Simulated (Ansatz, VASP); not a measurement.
## Al2Pt in VASP and in Ansatz

INCAR

```
PREC = Accurate
ENCUT = 520
EDIFF = 1E-6
ISMEAR = 0
SIGMA = 0.15
LREAL = False
LASPH = True
NELM = 60
ALGO = Fast
ISIF = 2
LWAVE = False
LCHARG = False
GGA = PS
NBANDS = 34
```

KPOINTS

```
Automatic mesh
0
Gamma
  11 11 4
```

Contents of POSCAR:

```
Al2Pt
1.0
    2.9482572969     -2.9482572969      0.0000000000
    2.9482572969      0.0000000000     -2.9482572969
    9.3361481068      4.1766978372      4.1766978372
Al Pt
6 3
Direct
    0.4236013889      0.4236013889      0.4166833333
    0.9513791667     -0.0486208333      0.0833500000
   -0.1041763889     -0.1041763889      0.7500166667
    0.1319347222      0.1319347222      0.9166833333
    0.6597125000     -0.3402875000      0.5833500000
    0.1874902778      0.1874902778      0.2500166667
    0.0416569444      0.0416569444      0.5000166667
    0.5694347222      0.5694347222      0.1666833333
    0.5138791667     -0.4861208333      0.8333500000
```

Input for Ansatz:

```yaml
crystal:
  lattice:
    - [2.9482572969, -2.9482572969, 0.0]
    - [2.9482572969, 0.0, -2.9482572969]
    - [9.3361481068, 4.1766978372, 4.1766978372]
  atoms:
    - { symbol: Al, position: [0.4236013889, 0.4236013889, 0.4166833333] }
    - { symbol: Al, position: [0.9513791667, -0.0486208333, 0.08335] }
    - { symbol: Al, position: [-0.1041763889, -0.1041763889, 0.7500166667] }
    - { symbol: Al, position: [0.1319347222, 0.1319347222, 0.9166833333] }
    - { symbol: Al, position: [0.6597125, -0.3402875, 0.58335] }
    - { symbol: Al, position: [0.1874902778, 0.1874902778, 0.2500166667] }
    - { symbol: Pt, position: [0.0416569444, 0.0416569444, 0.5000166667] }
    - { symbol: Pt, position: [0.5694347222, 0.5694347222, 0.1666833333] }
    - { symbol: Pt, position: [0.5138791667, -0.4861208333, 0.83335] }
basis:
  ecutwfc: 420
kpoints:
  mp_grid: { grid: [11, 11, 4] }
hamiltonian:
  xc: pbesol
scf:
  occupations: { method: gaussian, width: 0.15 }
output:
  forces: true
  stress: true
  eigenvalues: true
  write_density: true
  write_potential: true
  elf: true
  volumetric_format: npy
```

Alike in both runs: task single point; functional PBEsol; k mesh 11 × 11 × 4; occupations gaussian, width 0.15 eV; no spin polarisation.

|  | VASP | Ansatz |
| --- | --- | --- |
| version | VASP 6.6.1 | Ansatz 0.2.0 |
| potentials or method | VASP PAW PBE potentials, release 64 (Al, Pt), cutoff 520 eV | scalar-relativistic, plane waves, PAW |
| valence electrons in the cell | 48 | 72 |

|  | VASP | Ansatz | Ansatz less VASP |
| --- | --- | --- | --- |
| gap on the k mesh at the Fermi level (eV) | none | none | - |
| pressure (GPa) | 7.9 | 7.9 | +0.04 |
| traceless stress, the component that is largest in VASP (GPa) | 13.44 | 13.43 | -0.007 |
| rms of the force components (eV/Å) | 4.206 | 4.205 | -0.0010 |

VASP's potentials were made for PBE, not for PBEsol. Atom by atom the forces differ by 0.002 eV/Å (rms over components). A gap of «none» marks a metal or a gap that the smearing closes. VASP's potentials hold 48 valence electrons a cell and Ansatz's 72, so a difference there can come from the potentials and not from the codes.

Spin-orbit coupling is off throughout.
